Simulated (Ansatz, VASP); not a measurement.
W in VASP and in Ansatz

```
W
1.0
     0.00000    2.11120    2.11120
     2.11120    0.00000    2.11120
     2.11120    2.11120    0.00000
W
1
Direct
  0.00000 0.00000 0.00000
```

Change from the starting cell: strain +0.040 along x and y, +0.040 along z, atoms carried along.

Alike in both runs: task single point; functional PBEsol; k mesh 20 × 20 × 20; occupations gaussian, width 0.15 eV; no spin polarisation.

|  | VASP | Ansatz |
| --- | --- | --- |
| version | VASP 6.6.1 | Ansatz 0.2.0 |
| potentials or method | VASP PAW PBE potentials, release 64 (W_sv), cutoff 520 eV | scalar-relativistic, plane waves, PAW |
| valence electrons in the cell | 14 | 14 |

VASP gave:

```
gap on the k mesh at the Fermi level (eV) : none
pressure (GPa)                            : -35.0
```

Q: What did Ansatz give for the same quantities?

A: gap on the k mesh at the Fermi level (eV): none; pressure (GPa): -35.1.

VASP's potentials were made for PBE, not for PBEsol. A gap of «none» marks a metal or a gap that the smearing closes. Both programs put the cell under strong tension, so it lies far from rest at this level. The functional is the same, so the differences come from potentials, cutoffs and numerics.

Spin-orbit coupling is off throughout. Noted on VASP's run: the cell as given lies far from equilibrium.
